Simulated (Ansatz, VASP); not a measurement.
## YHf2O2 in VASP and in Ansatz

```xyz
5
Lattice="-2.1092 2.1092 5.6872 2.1092 -2.1092 5.6872 2.1092 2.1092 -5.6872" Properties=species:S:1:pos:R:3 pbc="T T T"
Y     0.0000    0.0000    0.0000
Hf    0.0000    2.1092    2.8436
Hf    2.1092    0.0000    2.8436
O     0.0000    0.0000    2.3001
O     0.0000    0.0000    9.0744
```

Change from the starting cell: species swapped into the BaAs2Rh2 type (I4/mmm, No. 139).

Alike in both runs: functional PBE; k mesh 6 × 6 × 6; occupations gaussian, width 0.1 eV; no spin polarisation.

Ansatz relaxed the structure, and its values are those at the end. VASP's run is a single point on that final structure, the one shown.

```csv
,VASP,Ansatz
version,VASP 6.6.1,Ansatz 0.2.0
potentials or method,"VASP PAW PBE potentials, release 64 (Y_sv, Hf_pv, O), cutoff 520 eV","scalar-relativistic, plane waves, PAW"
valence electrons in the cell,43,75
```

|  | VASP | Ansatz | Ansatz less VASP |
| --- | --- | --- | --- |
| gap on the k mesh at the Fermi level (eV) | none | none | - |
| pressure (GPa) | -1.0 | 0.0 | +0.98 |
| rms of the force components (eV/Å) | 0.042 | 0.001 | -0.0406 |

A gap of «none» marks a metal or a gap that the smearing closes. VASP's potentials hold 43 valence electrons a cell and Ansatz's 75, so a difference there can come from the potentials and not from the codes.

Spin-orbit coupling is off throughout.
